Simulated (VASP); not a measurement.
Write the native input for VASP 6.6.1 that does the following.

- Task: single point
- Functional: r2SCAN
- Potentials or basis: VASP PAW PBE potentials, release 64 (Hf_pv, O)
- Cutoff: 520 eV
- k mesh: 6 × 6 × 6
- Occupations: gaussian, width 0.05 eV
- Spin: no spin polarisation
- Dipole correction: no
- Further INCAR settings: ALGO = Normal; EDIFF = 1e-07; NBANDS = 31

Crystal: HfO2.

```
Hf O
1.0
     3.57682    0.00000    0.00000
     0.00000    3.57682    0.00000
     0.00000    0.00000    5.20267
Hf O
2 4
Direct
  0.50000 0.50000 0.50345
  0.00000 0.00000 0.00345
  0.00000 0.50000 0.67694
  0.50000 0.00000 0.78462
  0.50000 0.00000 0.28462
  0.00000 0.50000 0.17694
```

This cell differs from its parent crystal: mode 10 (318.6 1/cm) frozen in, largest displacement -0.100 Å.

These files were run (other wordings do the same):

POSCAR

```
HfO2
1.0
    3.5768243321      0.0000000000      0.0000000000
    0.0000000000      3.5768243321      0.0000000000
    0.0000000000      0.0000000000      5.2026739521
Hf O
2 4
Direct
    0.5000000000      0.5000000000      0.5034457773
    0.0000000000      0.0000000000      0.0034457773
    0.0000000000      0.5000000000      0.6769426492
    0.5000000000      0.0000000000      0.7846155800
    0.5000000000      0.0000000000      0.2846155800
    0.0000000000      0.5000000000      0.1769426492
```

INCAR.step1

```
PREC = Accurate
ENCUT = 520
ISMEAR = 0
SIGMA = 0.05
LREAL = False
LASPH = True
NELM = 80
NBANDS = 31
GGA = PE
ALGO = Normal
EDIFF = 1E-4
LWAVE = True
LCHARG = False
```

INCAR.step2

```
PREC = Accurate
ENCUT = 520
EDIFF = 1E-7
ISMEAR = 0
SIGMA = 0.05
LREAL = False
LASPH = True
NELM = 80
ALGO = Normal
ISIF = 2
LWAVE = False
LCHARG = True
METAGGA = R2SCAN
LMIXTAU = True
LELF = True
LVHAR = True
NBANDS = 31
ISTART = 1
```

KPOINTS

```
regular mesh
0
Gamma
  6 6 6
```

Potentials or basis: VASP PAW PBE potentials, release 64 (Hf_pv, O).

Command:

```sh
$ cat potpaw_PBE.64/Hf_pv/POTCAR potpaw_PBE.64/O/POTCAR > POTCAR
$ cp INCAR.step1 INCAR
$ mpirun -np 1 vasp_std > vasp.out
$ cp INCAR.step2 INCAR
$ mpirun -np 1 vasp_std > vasp.out
```

Results of the run:

```
Pressure               : -2.0 GPa
Largest force          : 1.142 eV/Å
Band gap on the k mesh : 5.23 eV, indirect (least direct gap 5.28 eV)
```

Caveat: the cell differs from its parent crystal (mode 10 (318.6 1/cm) frozen in, largest displacement -0.100 Å); the PAW data sets were made with another functional, which shifts forces and pressure a little; spin-orbit coupling is left out, which moves the levels of the heavy elements.

Run time: 5.9 min on 1 thread of Intel Xeon 6975P-C (shared host), peak memory 0.22 GiB.
